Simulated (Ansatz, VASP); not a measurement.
**One calculation of Ag, two programs**

```
Ag
1.0
     0.00000    2.35859    1.53308
     2.35859    0.00000    1.53308
     2.35859    2.35859    0.00000
Ag
1
Cartesian
  0.0000 0.0000 0.0000
```

Alike in both runs: task single point; functional PBE; k mesh 22 × 22 × 22; occupations gaussian, width 0.15 eV; no spin polarisation.

|  | VASP | Ansatz |
| --- | --- | --- |
| version | VASP 6.6.1 | Ansatz 0.2.0 |
| potentials or method | VASP PAW PBE potentials, release 64 (Ag), cutoff 520 eV | scalar-relativistic, plane waves, PAW |
| valence electrons in the cell | 11 | 19 |

Ansatz gave:

| Property | Result |
| --- | --- |
| gap on the k mesh at the Fermi level (eV) | none |
| pressure (GPa) | 5.5 |

**Question.** Estimate VASP's values.

**Answer.** gap on the k mesh at the Fermi level (eV): none; pressure (GPa): 5.4.

A gap of «none» marks a metal or a gap that the smearing closes. VASP's potentials hold 11 valence electrons a cell and Ansatz's 19, so a difference there can come from the potentials and not from the codes.
